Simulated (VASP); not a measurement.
# KTaO3 (Pm-3m) in VASP: notebook, part 2 of 2

VASP 6.6.1.

## (4) Single point, PBEsol

This run uses another cell than the first one, of 13.45 Å³/atom.

INCAR

```
PREC     = Accurate       # precision mode
ENCUT    = 700            # plane-wave cutoff, eV
EDIFF    = 1E-6           # SCF threshold, eV
ISMEAR   = -1             # smearing method
SIGMA    = 0.05           # smearing width, eV
LREAL    = False          # projectors in reciprocal space
LASPH    = True           # aspherical terms in the spheres
NELM     = 120            # most SCF steps
ALGO     = Normal         # electronic algorithm
ISIF     = 2              # what is computed and relaxed
LWAVE    = False          # write WAVECAR
LCHARG   = True           # write CHGCAR
GGA      = PS             # functional
LELF     = True           # ELF
LVHAR    = True         
NBANDS   = 28             # bands
GGA_COMPAT= False
```

KPOINTS

```
regular mesh
0
Gamma
  7 7 7
```

POSCAR

```
KTaO3
1.0
    4.0665218197      0.0000000000      0.0000000000
    0.0000000000      4.0665218197      0.0000000000
    0.0000000000      0.0000000000      4.0665218197
Ta K O
1 1 3
Direct
    0.0000000000      0.0000000000      0.0000000000
    0.5000000000      0.5000000000      0.5000000000
    0.0000000000      0.0000000000      0.5000000000
    0.0000000000      0.5000000000      0.0000000000
    0.5000000000      0.0000000000      0.0000000000
```

Potentials or basis: VASP PAW PBE potentials, release 64 (Ta_sv_GW, K_sv, O).

Command:

```console
> cat potpaw_PBE.64/Ta_sv_GW/POTCAR potpaw_PBE.64/K_sv/POTCAR potpaw_PBE.64/O/POTCAR > POTCAR
> mpirun -np 1 vasp_std > vasp.out
```

OUTCAR:

```text
PREC = Accurate
   ENCUT = 700
   EDIFF = 1E-6
   ISMEAR = -1
   LREAL = False
   LASPH = True
   NELM = 120
   ISIF = 2
   GGA = PS

 ion  position               nearest neighbor table
   1  0.000  0.000  0.000-   3 2.03   4 2.03   5 2.03   3 2.03   4 2.03   5 2.03   2 3.52   2 3.52
                             2 3.52   2 3.52   2 3.52   2 3.52   2 3.52   2 3.52
   2  0.500  0.500  0.500-   3 2.88   4 2.88   5 2.88   4 2.88   5 2.88   3 2.88   5 2.88   5 2.88
                             3 2.88   4 2.88   4 2.88   3 2.88   1 3.52   1 3.52   1 3.52   1 3.52
   3  0.000  0.000  0.500-   1 2.03   1 2.03   2 2.88   2 2.88   2 2.88   2 2.88
   4  0.000  0.500  0.000-   1 2.03   1 2.03   2 2.88   2 2.88   2 2.88   2 2.88
   5  0.500  0.000  0.000-   1 2.03   1 2.03   2 2.88   2 2.88   2 2.88   2 2.88

  LATTYP: Found a simple cubic cell.
 ALAT       =     4.0665218197

  Lattice vectors:

 A1 = (   4.0665218197,   0.0000000000,   0.0000000000)
 A2 = (   0.0000000000,   4.0665218197,   0.0000000000)
 A3 = (   0.0000000000,   0.0000000000,   4.0665218197)

Analysis of symmetry for initial positions (statically):
=====================================================================
 Subroutine PRICEL returns:
 Original cell was already a primitive cell.

 Routine SETGRP: Setting up the symmetry group for a
 simple cubic supercell.

 Subroutine GETGRP returns: Found 48 space group operations
 (whereof 48 operations were pure point group operations)
 out of a pool of 48 trial point group operations.

The static configuration has the point symmetry O_h .

Analysis of symmetry for dynamics (positions and initial velocities):
=====================================================================
 Subroutine PRICEL returns:
 Original cell was already a primitive cell.

 Routine SETGRP: Setting up the symmetry group for a
 simple cubic supercell.

[... 123 lines left out ...]
   IMIX   =      4    mixing-type and parameters
     AMIX     =   0.40;   BMIX     =  1.00
     AMIX_MAG =   1.60;   BMIX_MAG =  1.00
  volume/ion in A,a.u.               =      13.45        90.76
  Fermi-wavevector in a.u.,A,eV,Ry     =   1.376803  2.601780 25.791010  1.895586
  Thomas-Fermi vector in A             =   2.502014
   LORBIT       =      0    0 simple, 1 ext, 2 COOP (PROOUT), +10 PAW based schemes
   GGA     = PS    functional components
   LHFCALC =     F    Hartree Fock is set to
   AEXX    =    0.0000 exact exchange contribution
   IVDW    =     0    specifies the selected vdW correction
   LEPSILON=     F    determine dielectric tensor
   LRPA    =     F    only Hartree local field effects (RPA)
 non-spin polarized calculation
  energy-cutoff  :      700.00
  volume of cell :       67.25
 maximum number of plane-waves:      2849
 NGX is ok and might be reduce to    36
   NGX = 17   NGY = 17   NGZ = 17

 number of electron      39.9999988 magnetization

 Free energy of the ion-electron system (eV)
  ---------------------------------------------------
  ext. energy  EPLUGINS =         0.00000000
  ---------------------------------------------------
  free energy    TOTEN  =       -45.39090598 eV

  energy without entropy =      -45.39090598  energy(sigma->0) =      -45.39090598

 E-fermi :   3.6328     XC(G=0): -10.9487

 val. band max:        2.5515270820   @ k =   0.4286   0.4286   0.4286
 cond. band min:       4.6003344113   @ k =   0.0000   0.0000   0.0000
 fundamental gap:      2.0488073293
 Fermi energy:         3.6327647820

 k-point     1 :       0.0000    0.0000    0.0000
  band No.  band energies     occupation
      1     -65.2632      2.00000
      2     -31.6413      2.00000
      3     -31.6413      2.00000
      4     -31.6413      2.00000
      5     -24.5547      2.00000
      6     -14.6541      2.00000
[... 609 lines left out ...]
     27      13.1153      0.00000
     28      14.0892      0.00000

------------------------ aborting loop because EDIFF is reached ----------------------------------------

  FORCE on cell =-STRESS in cart. coord.  units (eV):
  Direction    XX          YY          ZZ          XY          YZ          ZX
  --------------------------------------------------------------------------------------
  -------------------------------------------------------------------------------------
  Total       -4.4952066     -4.4952066     -4.4952066     -0.0000000     -0.0000000      0.0000000
  in kB     -107.1003565   -107.1003565   -107.1003565     -0.0000000     -0.0000000      0.0000000
  external PRESSURE =    -107.1003565 kB  Pullay stress =       0.0000000 kB

 VOLUME and BASIS-vectors are now :
 -----------------------------------------------------------------------------
  energy-cutoff  :      700.00
  volume of cell :       67.25
      direct lattice vectors                 reciprocal lattice vectors
     4.066521820  0.000000000  0.000000000     0.245910398  0.000000000  0.000000000
     0.000000000  4.066521820  0.000000000     0.000000000  0.245910398  0.000000000
     0.000000000  0.000000000  4.066521820     0.000000000  0.000000000  0.245910398

 POSITION                                       TOTAL-FORCE (eV/Angst)
 -----------------------------------------------------------------------------------
      0.00000      0.00000      0.00000         0.000000      0.000000      0.000000
      2.03326      2.03326      2.03326         0.000000      0.000000      0.000000
      0.00000      0.00000      2.03326         0.000000      0.000000      0.000000
      0.00000      2.03326      0.00000         0.000000      0.000000      0.000000
      2.03326      0.00000      0.00000         0.000000      0.000000      0.000000
 -----------------------------------------------------------------------------------
    total drift:                                0.000000      0.000000     -0.000000

  FREE ENERGIE OF THE ION-ELECTRON SYSTEM (eV)
  ---------------------------------------------------
  free  energy   TOTEN  =       -45.3909059790 eV

  energy  without entropy=      -45.3909059787  energy(sigma->0) =      -45.39090598
```

OSZICAR:

```text
N       E                     dE             d eps       ncg     rms          rms(c)
[... 11 lines left out ...]
DAV:  12    -0.454160647801E+02    0.27223E-02   -0.10793E-03  1612   0.177E-01    0.102E+02
DAV:  13    -0.454053375167E+02    0.10727E-01   -0.88108E-03  1272   0.563E-01    0.819E+01
DAV:  14    -0.453946874095E+02    0.10650E-01   -0.21176E-02  1360   0.888E-01    0.355E+01
DAV:  15    -0.453916051201E+02    0.30823E-02   -0.86174E-03  1508   0.535E-01    0.952E+00
DAV:  16    -0.453913403540E+02    0.26477E-03   -0.12709E-03  1612   0.190E-01    0.230E+00
DAV:  17    -0.453909510500E+02    0.38930E-03   -0.47407E-04  1308   0.116E-01    0.318E-01
DAV:  18    -0.453909052877E+02    0.45762E-04   -0.21772E-04  1396   0.740E-02    0.687E-02
DAV:  19    -0.453909059790E+02   -0.69132E-06   -0.68042E-06  1324   0.160E-02
   1 F= -.45390906E+02 E0= -.45390906E+02  d E =-.314492E-09
```

It took 50 s on 1 thread of Intel Xeon Platinum 8559C (Emerald Rapids), shared host; peak memory 0.24 GiB.

What came out:

| Item | Value |
| --- | --- |
| Free energy | -45.3909 eV |
| Pressure | -10.7 GPa |
| Band gap on the k mesh | 2.05 eV (least direct gap 2.64 eV) |

Caveat: the cell stands under tension; the PAW data sets were made with another functional, which shifts forces and pressure a little; spin-orbit coupling is left out, which moves the levels of the heavy elements; an odd mesh through Γ misses points on the zone boundary, where band edges can lie.

## (5) Single point, LDA

INCAR

```
SYSTEM = KTaO3
PREC = Accurate
ENCUT = 700
EDIFF = 1E-6
ISMEAR = -1
SIGMA = 0.05
LREAL = .False.
LASPH = .True.
NELM = 120
ALGO = Normal
ISIF = 2
LWAVE = .False.
LCHARG = .False.
NBANDS = 28
GGA_COMPAT = .False.
```

KPOINTS

```
regular mesh
0
Gamma
  7 7 7
  0 0 0
```

Edit POSCAR of step 4 so:

```diff
@@ -2,5 +2,5 @@
 1.0
-    4.0665218197      0.0000000000      0.0000000000
-    0.0000000000      4.0665218197      0.0000000000
-    0.0000000000      0.0000000000      4.0665218197
+    3.9883000000      0.0000000000      0.0000000000
+    0.0000000000      3.9883000000      0.0000000000
+    0.0000000000      0.0000000000      3.9883000000
 Ta K O
```

Potentials or basis: VASP PAW LDA potentials, release 64 (Ta_sv_GW, K_sv, O).

Command:

```console
> cat potpaw_LDA.64/Ta_sv_GW/POTCAR potpaw_LDA.64/K_sv/POTCAR potpaw_LDA.64/O/POTCAR > POTCAR
> mpirun -np 1 vasp_std > vasp.out
```

Wall time 29 s (1 thread of Intel Xeon 6975P-C (Granite Rapids), shared host); peak memory 0.2 GiB.

It converged, with:

* Free energy: -47.6103 eV
* Pressure: -5.0 GPa
* Band gap on the k mesh: 2.11 eV (least direct gap 2.67 eV)

Levels at points of the mesh, in eV from the valence-band top:
| k point | band 16 | band 17 | band 18 | band 19 | band 20 | band 21 | band 22 | band 23 | band 24 | band 25 |
| --- | --- | --- | --- | --- | --- | --- | --- | --- | --- | --- |
| (0.00, 0.00, 0.00) | -1.01 | -1.01 | -0.56 | -0.56 | -0.56 | 2.11 | 2.11 | 2.11 | 6.44 | 6.86 |

Caveat: the cell stands under tension; spin-orbit coupling is left out, which moves the levels of the heavy elements; an odd mesh through Γ misses points on the zone boundary, where band edges can lie.

## (6) Single point, LDA

This run uses another cell than the first one, of 13.20 Å³/atom.

INCAR

```
PREC     = Accurate       # precision mode
ENCUT    = 700            # plane-wave cutoff, eV
EDIFF    = 1E-6           # SCF threshold, eV
ISMEAR   = -1             # smearing method
SIGMA    = 0.05           # smearing width, eV
LREAL    = F              # projectors in reciprocal space
LASPH    = T              # aspherical terms in the spheres
NELM     = 120            # most SCF steps
ALGO     = Normal         # electronic algorithm
ISIF     = 2              # what is computed and relaxed
LWAVE    = F              # write WAVECAR
LCHARG   = T              # write CHGCAR
LELF     = T              # ELF
LVHAR    = T            
NBANDS   = 28             # bands
GGA_COMPAT= F
```

KPOINTS

```
Automatic mesh
0
Gamma
  7 7 7
```

Edit POSCAR of step 5 so:

```diff
@@ -2,5 +2,5 @@
 1.0
-    3.9883000000      0.0000000000      0.0000000000
-    0.0000000000      3.9883000000      0.0000000000
-    0.0000000000      0.0000000000      3.9883000000
+    4.0407836503      0.0000000000      0.0000000000
+    0.0000000000      4.0407836503      0.0000000000
+    0.0000000000      0.0000000000      4.0407836503
 Ta K O
```

Potentials or basis: VASP PAW LDA potentials, release 64 (Ta_sv_GW, K_sv, O).

Command:

```console
> cat potpaw_LDA.64/Ta_sv_GW/POTCAR potpaw_LDA.64/K_sv/POTCAR potpaw_LDA.64/O/POTCAR > POTCAR
> mpirun -np 1 vasp_std > vasp.out
```

Wall time 66 s (1 thread of Intel Xeon Platinum 8259CL at 2.50GHz (Skylake/Cascade Lake), shared host); peak memory 0.21 GiB.

The run converged. Its results:

```yaml
Free_energy: -47.4795 eV
Pressure: -12.0 GPa
Band_gap_on_the_k_mesh: 2.03 eV (least direct gap 2.61 eV)
```

Levels at points of the mesh, in eV from the valence-band top:
| k point | band 18 | band 19 | band 20 | band 21 | band 22 | band 23 |
| --- | --- | --- | --- | --- | --- | --- |
| (0.00, 0.00, 0.00) | -0.58 | -0.58 | -0.58 | 2.03 | 2.03 | 2.03 |

Caveat: the cell stands under tension; spin-orbit coupling is left out, which moves the levels of the heavy elements; an odd mesh through Γ misses points on the zone boundary, where band edges can lie.

## (7) Summary

| task | level | potentials or basis | cell | cutoff (eV) | gap on the mesh (eV) | pressure (GPa) | relaxed volume (Å³/atom) |
| --- | --- | --- | --- | --- | --- | --- | --- |
| relaxation of cell and atoms | PBEsol+D4 | VASP PAW PBE potentials, release 64 (Ta_pv, K_sv, O) | relaxed from a = 3.988 Å, 5 atoms | 600 | 2.16 | 0.0 | 12.62 |
| relaxation of cell and atoms | revPBE | VASP PAW PBE potentials, release 64 (Ta_pv, K_sv, O) | relaxed from a = 3.988 Å, 5 atoms | 600 | 2.16 | -0.1 | 13.29 |
| single point | PBEsol | VASP PAW PBE potentials, release 64 (Ta_sv_GW, K_sv, O) | a = 4.067 Å, 5 atoms | 700 | 2.05 | -10.7 | - |
| single point | LDA | VASP PAW LDA potentials, release 64 (Ta_sv_GW, K_sv, O) | a = 3.988 Å, 5 atoms | 700 | 2.11 | -5.0 | - |
| single point | LDA | VASP PAW LDA potentials, release 64 (Ta_sv_GW, K_sv, O) | a = 4.041 Å, 5 atoms | 700 | 2.03 | -12.0 | - |

Alike in all rows: no spin polarisation; k mesh 7 × 7 × 7; smearing fermi-dirac 0.05 eV.

Caveats: spin-orbit coupling is left out, which moves the levels of the heavy elements; an odd mesh through Γ misses points on the zone boundary, where band edges can lie; the PAW data sets were made with another functional, which shifts forces and pressure a little (at least some runs); the cell stands under tension (at least some runs).

Absolute energies hang on the potentials; compare differences alone.
